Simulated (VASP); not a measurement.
A run of VASP 6.6.1 is set up as follows.

Contents of INCAR:

```
SYSTEM = Pt
  PREC = Accurate
  ENCUT = 500
  EDIFF = 1E-6
  ISMEAR = -1
  SIGMA = 0.05
  LREAL = .FALSE.
  LASPH = .TRUE.
  NELM = 120
  ALGO = Normal
  ISIF = 2
  LWAVE = .FALSE.
  LCHARG = .FALSE.
  GGA = PE
  NBANDS = 11
  GGA_COMPAT = .FALSE.
```

The input KPOINTS:

```
regular mesh
0
G
  12 12 12
  0 0 0
```

The input POSCAR:

```
Pt
1.0
   -1.6152910255      1.6152910255      1.6152910255
    1.6152910255     -1.6152910255      1.6152910255
    1.6152910255      1.6152910255     -1.6152910255
Pt
1
Direct
    0.0000000000      0.0000000000      0.0000000000
```

Potentials or basis: VASP PAW PBE potentials, release 64 (Pt).

The run is started by

```console
$ cat potpaw_PBE.64/Pt/POTCAR > POTCAR
$ mpirun -np 1 vasp_std > vasp.out
```

Question: What does it give for the band gap on the k mesh?

Answer: Zero (band 5 reaches 9.97 eV, above the bottom of band 6 at 8.05 eV).

Question: Predict the pressure.

Answer: -13.2 GPa.

Caveat: spin-orbit coupling is left out, which moves the levels of the heavy elements.
